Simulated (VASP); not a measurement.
# Ge32H19N in VASP: notebook

Aim: see how the results for Ge32H19N move with the level of theory and the settings. Levels: RPBE, r2SCAN+rVV10, PBEsol. Tasks: single point.

Everything below comes from runs of VASP 6.6.1. Logs are shortened: lines on timing, memory, paths and dates and some standing lists are left out, and cuts for length are marked.

## 1. The cell of the first run

The cell holds a slab with vacuum, 52 atoms: a = 11.316 Å, b = 11.316 Å, c = 20.913 Å, α = 90.00°, β = 90.00°, γ = 90.00°.

## 2. Single point, RPBE

Input file INCAR:

```
SYSTEM = Ge32H19N
ALGO = Normal
EDIFF = 1E-7
ENCUT = 520
GGA = RP
ISIF = 2
ISMEAR = 0
LASPH = .True.
LCHARG = .False.
LREAL = Auto
LWAVE = .False.
NBANDS = 268
NELM = 80
PREC = Accurate
SIGMA = 0.03
```

Input file KPOINTS:

```
k-points
0
Gamma
  1 1 1
  0 0 0
```

Input file POSCAR:

```
Ge32H19N
1.0
    8.0016200000      8.0016200000      0.0000000000
   -8.0016200000      8.0016200000      0.0000000000
    0.0000000000      0.0000000000     20.9129000000
Ge H N
32 19 1
Direct
   -0.3116030400      0.3132913800      0.3427837100
   -0.1800131100     -0.3066390900      0.3410474200
    0.0448675000     -0.0313232400      0.3839739500
    0.3186772000      0.1916646700      0.3415172000
   -0.0326310900     -0.4644349500      0.3817176100
    0.1970771700     -0.1953826600      0.3495129800
    0.4659074900      0.0328462300      0.3815716000
    0.5406036900     -0.5275329700      0.3812045700
   -0.1191885400      0.3853461400      0.3034134800
   -0.1072994500     -0.1136692400      0.3056212600
    0.1285354500      0.1153524300      0.3019361900
    0.3899336100      0.3850200100      0.3040727100
    0.1135049700     -0.3776158300      0.3018516300
    0.3792686300     -0.1138496700      0.3010590100
    0.6142198100      0.1210309700      0.3038652700
    0.6287020500     -0.3822422600      0.3007152600
    0.0018708600      0.2488179800      0.2354410000
   -0.0003383300     -0.2510783300      0.2292265200
    0.2524494700     -0.0018814500      0.2279505200
    0.4996014200      0.2498135700      0.2292096800
    0.2497157300     -0.4990994200      0.2354178000
    0.5010895000     -0.2500368000      0.2349213700
    0.7510793900      0.0000345500      0.2359402600
    0.7517061000     -0.5020328200      0.2283686300
   -0.1250000000      0.1250000000      0.1644630000
   -0.1250000000     -0.3750000000      0.1644630000
    0.1250000000     -0.1250000000      0.1644630000
    0.3750000000      0.1250000000      0.1644630000
    0.1250000000     -0.6250000000      0.1644630000
    0.3750000000     -0.3750000000      0.1644630000
    0.6250000000     -0.1250000000      0.1644630000
    0.6250000000     -0.6250000000      0.1644630000
   -0.0489780000      0.0489780000      0.1195430000
   -0.2010220000      0.2010220000      0.1195430000
   -0.0489780000     -0.4510220000      0.1195430000
   -0.2010220000     -0.2989780000      0.1195430000
    0.2010220000     -0.2010220000      0.1195430000
    0.0489780000     -0.0489780000      0.1195430000
    0.4510220000      0.0489780000      0.1195430000
    0.2989780000      0.2010220000      0.1195430000
    0.2010220000     -0.7010220000      0.1195430000
    0.0489780000     -0.5489780000      0.1195430000
    0.4510220000     -0.4510220000      0.1195430000
    0.2989780000     -0.2989780000      0.1195430000
    0.7010220000     -0.2010220000      0.1195430000
    0.5489780000     -0.0489780000      0.1195430000
    0.7010220000     -0.7010220000      0.1195430000
    0.5489780000     -0.5489780000      0.1195430000
    0.2058818700     -0.3016232700      0.4650965200
    0.3124359600     -0.1997688500      0.4620224600
    0.3308845300     -0.3293470800      0.4263457100
    0.2700837600     -0.2649506900      0.4369113500
```

Potentials or basis: VASP PAW PBE potentials, release 64 (Ge_d, H, N).

Run with:

```console
cat potpaw_PBE.64/Ge_d/POTCAR potpaw_PBE.64/H/POTCAR potpaw_PBE.64/N/POTCAR > POTCAR
mpirun -np 1 vasp_gam > vasp.out
```

OUTCAR:

```text
SYSTEM = Ge32H19N
   EDIFF = 1E-7
   ENCUT = 520
   GGA = RP
   ISIF = 2
   ISMEAR = 0
   LASPH = .True.
   LREAL = Auto
   NELM = 80
   PREC = Accurate

 ion  position               nearest neighbor table
   1  0.688  0.313  0.343-   9 2.47  15 2.47   8 2.59
   2  0.820  0.693  0.341-  10 2.45  16 2.48   5 2.59
   3  0.045  0.969  0.384-  10 2.55  11 2.57   6 2.63
   4  0.319  0.192  0.342-  12 2.46  11 2.46   7 2.59
   5  0.967  0.536  0.382-  13 2.55   9 2.56   2 2.59
   6  0.197  0.805  0.350-  52 2.15  14 2.48  13 2.48   3 2.63
   7  0.466  0.033  0.382-  15 2.54  14 2.56   4 2.59
   8  0.541  0.472  0.381-  12 2.55  16 2.56   1 2.59
   9  0.881  0.385  0.303-   1 2.47  24 2.49  17 2.51   5 2.56
  10  0.893  0.886  0.306-   2 2.45  23 2.52  18 2.54   3 2.55
  11  0.129  0.115  0.302-   4 2.46  19 2.47  17 2.50   3 2.57
  12  0.390  0.385  0.304-   4 2.46  21 2.51  20 2.52   8 2.55
  13  0.114  0.622  0.302-  18 2.45   6 2.48  21 2.49   5 2.55
  14  0.379  0.886  0.301-  19 2.45   6 2.48  22 2.49   7 2.56
[... 16 lines left out ...]
  31  0.625  0.875  0.164-  45 1.54  46 1.54  22 2.48  23 2.50
  32  0.625  0.375  0.164-  47 1.54  48 1.54  24 2.40  20 2.42
  33  0.951  0.049  0.120-  25 1.54
  34  0.799  0.201  0.120-  25 1.54
  35  0.951  0.549  0.120-  26 1.54
  36  0.799  0.701  0.120-  26 1.54
  37  0.201  0.799  0.120-  27 1.54
  38  0.049  0.951  0.120-  27 1.54
[... 11 lines left out ...]
  50  0.312  0.800  0.462-  52 1.02
  51  0.331  0.671  0.426-  52 1.03
  52  0.270  0.735  0.437-  49 1.02  50 1.02  51 1.03   6 2.15

  LATTYP: Found a simple tetragonal cell.
 ALAT       =    11.3159995250
 C/A-ratio  =     1.8480824388

  Lattice vectors:

 A1 = (   8.0016200000,   8.0016200000,   0.0000000000)
 A2 = (  -8.0016200000,   8.0016200000,   0.0000000000)
 A3 = (   0.0000000000,   0.0000000000,  20.9129000000)

Analysis of symmetry for initial positions (statically):
=====================================================================
 Subroutine PRICEL returns:
 Original cell was already a primitive cell.

 Routine SETGRP: Setting up the symmetry group for a
 simple tetragonal supercell.

 Subroutine GETGRP returns: Found  1 space group operations
 (whereof  1 operations were pure point group operations)
 out of a pool of 16 trial point group operations.

The static configuration has the point symmetry C_1 .

Analysis of symmetry for dynamics (positions and initial velocities):
=====================================================================
 Subroutine PRICEL returns:
 Original cell was already a primitive cell.

 Routine SETGRP: Setting up the symmetry group for a
 simple tetragonal supercell.

 Subroutine GETGRP returns: Found  1 space group operations
 (whereof  1 operations were pure point group operations)
 out of a pool of 16 trial point group operations.

The dynamic configuration has the point symmetry C_1 .

 Subroutine INISYM returns: Found  1 space group operations
 (whereof  1 operations are pure point group operations),
 and found     1 'primitive' translations

----------------------------------------------------------------------------------------

                                     Primitive cell

  volume of cell :    2677.9354

  direct lattice vectors                    reciprocal lattice vectors
     8.001620000  8.001620000  0.000000000     0.062487346  0.062487346  0.000000000
    -8.001620000  8.001620000  0.000000000    -0.062487346  0.062487346  0.000000000
     0.000000000  0.000000000 20.912900000     0.000000000  0.000000000  0.047817376

  length of vectors
    11.315999525 11.315999525 20.912900000     0.088370453  0.088370453  0.047817376

  position of ions in fractional coordinates (direct lattice)
     0.688396960  0.313291380  0.342783710
     0.819986890  0.693360910  0.341047420
     0.044867500  0.968676760  0.383973950
     0.318677200  0.191664670  0.341517200
     0.967368910  0.535565050  0.381717610
     0.197077170  0.804617340  0.349512980
[... 44 lines left out ...]
     0.330884530  0.670652920  0.426345710
     0.270083760  0.735049310  0.436911350

  ion indices of the primitive-cell ions
   primitive index   ion index
                 1           1
                 2           2
                 3           3
                 4           4
                 5           5
                 6           6
[... 44 lines left out ...]
                51          51
                52          52

----------------------------------------------------------------------------------------

 KPOINTS: k-points

Automatic generation of k-mesh.
 Grid dimensions read from file:
 generate k-points for:    1    1    1

 Generating k-lattice:

  Cartesian coordinates                     Fractional coordinates (reciprocal lattice)
     0.062487346  0.062487346  0.000000000     1.000000000  0.000000000  0.000000000
    -0.062487346  0.062487346  0.000000000     0.000000000  1.000000000  0.000000000
     0.000000000  0.000000000  0.047817376     0.000000000  0.000000000  1.000000000

  Length of vectors
     0.088370453  0.088370453  0.047817376

  Shift w.r.t. Gamma in fractional coordinates (k-lattice)
     0.000000000  0.000000000  0.000000000

 Subroutine IBZKPT returns following result:
 ===========================================

 Found      1 irreducible k-points:

 Following reciprocal coordinates:
            Coordinates               Weight
  0.000000  0.000000  0.000000      1.000000
   k-points           NKPTS =      1   k-points in BZ     NKDIM =      1   number of bands    NBANDS=    268
   number of dos      NEDOS =    301   number of ions     NIONS =     52
   total plane-waves  NPLWV = ******
   dimension x,y,z NGX =    84 NGY =   84 NGZ =  160
   dimension x,y,z NGXF=   168 NGYF=  168 NGZF=  320
   ions per type =              32  19   1
   NGX,Y,Z   is equivalent  to a cutoff of  12.34, 12.34, 12.72 a.u.
   NGXF,Y,Z  is equivalent  to a cutoff of  24.68, 24.68, 25.44 a.u.
 SYSTEM =  Ge32H19N
   PREC   = accura    normal or accurate (medium, high low for compatibility)
   ISTART =      0    job   : 0-new  1-cont  2-samecut
   ICHARG =      2    charge: 1-file 2-atom 10-const
   ISPIN  =      1    spin polarized calculation?
   LNONCOLLINEAR =      F non collinear calculations
   LSORBIT =      F    spin-orbit coupling
   LASPH  =      T    aspherical Exc in radial PAW
   ENCUT  =  520.0 eV  38.22 Ry    6.18 a.u.  21.04 21.04 38.88*2*pi/ulx,y,z
   NELM   =     80;   NELMIN=  2; NELMDL= -5     # of ELM steps
   EDIFF  = 0.1E-06   stopping-criterion for ELM
   LREAL  =      T    real-space projection
   EDIFFG = 0.1E-05   stopping-criterion for IOM
   NSW    =      0    number of steps for IOM
   IBRION =     -1    ionic relax: 0-MD 1-quasi-New 2-CG
   NFREE  =      0    steps in history (QN), initial steepest desc. (CG)
   ISIF   =      2    stress and relaxation
   ISYM   =      2    0-nonsym 1-usesym 2-fastsym
   POTIM  = 0.5000    time-step for ionic-motion
   TEBEG  =    0.0;   TEEND  =   0.0 temperature during run
   PSTRESS=    0.0 pullay stress
   NELECT =     472.0000    total number of electrons
   NUPDOWN=      -1.0000    fix difference up-down
   EMIN   =  10.00;   EMAX   =-10.00  energy-range for DOS
   EFERMI =   0.00;   METHOD = LEGACY
   ISMEAR =     0;   SIGMA  =   0.03  broadening in eV -4-tet -1-fermi 0-gaus
   EFERMI_NEDOS =   21; number of points for ismear=-14 and -15
   IALGO  =     38    algorithm
   IMIX   =      4    mixing-type and parameters
     AMIX     =   0.40;   BMIX     =  1.00
     AMIX_MAG =   1.60;   BMIX_MAG =  1.00
  volume/ion in A,a.u.               =      51.50       347.53
  Fermi-wavevector in a.u.,A,eV,Ry     =   0.917886  1.734553 11.463111  0.842515
  Thomas-Fermi vector in A             =   2.042906
   LORBIT       =      0    0 simple, 1 ext, 2 COOP (PROOUT), +10 PAW based schemes
   GGA     = RP    functional components
   LHFCALC =     F    Hartree Fock is set to
   AEXX    =    0.0000 exact exchange contribution
   IVDW    =     0    specifies the selected vdW correction
   LEPSILON=     F    determine dielectric tensor
   LRPA    =     F    only Hartree local field effects (RPA)
 non-spin polarized calculation
 Gauss-broadening in eV      SIGMA  =   0.03
  energy-cutoff  :      520.00
  volume of cell :     2677.94
 maximum number of plane-waves:     35941
   NGX = 43   NGY = 43   NGZ = 77

 number of electron     471.9999758 magnetization

 Free energy of the ion-electron system (eV)
  ---------------------------------------------------
  ext. energy  EPLUGINS =         0.00000000
  ---------------------------------------------------
  free energy    TOTEN  =      -196.40996082 eV

  energy without entropy =     -196.40996082  energy(sigma->0) =     -196.40996082

 E-fermi :  -1.7079     XC(G=0):  -3.6629

 val. band max:       -1.9319955864   @ k =   0.0000   0.0000   0.0000
 cond. band min:      -1.3625209856   @ k =   0.0000   0.0000   0.0000
 fundamental gap:      0.5694746008
 Fermi energy:        -1.7079193267

 k-point     1 :       0.0000    0.0000    0.0000
  band No.  band energies     occupation
      1     -26.5064      2.00000
      2     -26.4368      2.00000
      3     -26.4293      2.00000
      4     -26.4192      2.00000
      5     -26.4003      2.00000
      6     -26.3544      2.00000
[... 240 lines left out ...]
    247       0.4917      0.00000
    248       0.7083      0.00000
 [bands above 248 left out]

------------------------ aborting loop because EDIFF is reached ----------------------------------------

  FORCE on cell =-STRESS in cart. coord.  units (eV):
  Direction    XX          YY          ZZ          XY          YZ          ZX
  --------------------------------------------------------------------------------------
  -------------------------------------------------------------------------------------
  Total       26.2740450     20.1216873      8.6400459     -0.9634410     -0.0917716      0.1718211
  in kB       15.7194526     12.0385693      5.1692380     -0.5764154     -0.0549059      0.1027986
  external PRESSURE =      10.9757533 kB  Pullay stress =       0.0000000 kB

 VOLUME and BASIS-vectors are now :
 -----------------------------------------------------------------------------
  energy-cutoff  :      520.00
  volume of cell :     2677.94
      direct lattice vectors                 reciprocal lattice vectors
     8.001620000  8.001620000  0.000000000     0.062487346  0.062487346  0.000000000
    -8.001620000  8.001620000  0.000000000    -0.062487346  0.062487346  0.000000000
     0.000000000  0.000000000 20.912900000     0.000000000  0.000000000  0.047817376

 POSITION                                       TOTAL-FORCE (eV/Angst)
 -----------------------------------------------------------------------------------
      3.00145      8.01513      7.16860        -0.048181      0.007273      0.087691
      1.01321     12.10923      7.13229         0.061501      0.004102      0.085549
     -7.39197      8.11000      8.03001        -0.058622     -0.000512      0.210265
      1.01631      4.08356      7.14212         0.073057      0.013135      0.067296
      3.45513     12.02591      7.98282        -0.006921     -0.020842      0.197888
     -4.86131      8.01518      7.30933        -0.079930      0.010318      0.021924
[... 44 lines left out ...]
     -2.71870      8.01392      8.91613        -0.009175     -0.006087      0.047080
     -3.72048      8.04269      9.13708         0.076635      0.025268      0.162868
 -----------------------------------------------------------------------------------
    total drift:                                0.003225     -0.003195      0.007260

  FREE ENERGIE OF THE ION-ELECTRON SYSTEM (eV)
  ---------------------------------------------------
  free  energy   TOTEN  =      -196.4099608184 eV

  energy  without entropy=     -196.4099608184  energy(sigma->0) =     -196.40996082
```

Run time: 38 min. Hardware: 1 thread of AMD EPYC 7R43 (Zen 3), shared host; peak memory 1.9 GiB.

What came out:

| Property | Result |
| --- | --- |
| Free energy | -196.4100 eV |
| Largest force | 0.781 eV/Å |

Forces in eV/Å, atoms in the order of the input:
```
Ge  -0.048  0.007  0.088
Ge   0.062  0.004  0.086
Ge  -0.059 -0.001  0.210
Ge   0.073  0.013  0.067
Ge  -0.007 -0.021  0.198
Ge  -0.080  0.010  0.022
Ge  -0.002  0.018  0.208
Ge   0.014  0.000  0.214
Ge   0.029  0.010  0.098
Ge  -0.028 -0.002  0.082
Ge  -0.037 -0.019  0.101
Ge  -0.014  0.000  0.082
Ge   0.020 -0.042  0.063
Ge   0.017  0.043  0.061
Ge   0.020 -0.006  0.089
Ge  -0.018 -0.005  0.101
Ge  -0.003  0.000  0.003
Ge  -0.033 -0.027  0.033
Ge  -0.019  0.023  0.014
Ge  -0.004 -0.010  0.058
Ge   0.009  0.000 -0.009
Ge   0.002  0.005 -0.012
Ge   0.011  0.005  0.003
Ge   0.001 -0.004  0.034
Ge  -0.138  0.044  0.405
Ge   0.045 -0.012 -0.756
Ge  -0.099 -0.086 -0.682
Ge   0.015 -0.079 -0.777
Ge   0.172 -0.020  0.387
Ge  -0.135  0.046  0.357
Ge   0.177  0.062  0.387
Ge  -0.052 -0.076 -0.723
H   -0.018 -0.008 -0.032
H    0.128  0.016 -0.015
H   -0.090  0.047 -0.098
H    0.126 -0.026 -0.058
H   -0.115 -0.063 -0.060
H    0.088  0.003 -0.094
H   -0.089  0.068 -0.097
H    0.129  0.033 -0.060
H   -0.117  0.013 -0.025
H    0.019  0.027 -0.014
H   -0.024 -0.009 -0.031
H    0.119  0.013 -0.025
H   -0.116  0.031 -0.028
H    0.017  0.028 -0.012
H   -0.126 -0.057 -0.057
H    0.091  0.005 -0.068
H    0.013  0.011  0.038
H    0.006 -0.033  0.029
H   -0.009 -0.006  0.047
N    0.077  0.025  0.163
```

Caveat: the k points lie up to 0.56 Å⁻¹ apart; there is no dipole correction, which matters where the two faces differ; the PAW data sets were made with another functional, which shifts forces and pressure a little.

[end of part 1 of 2]
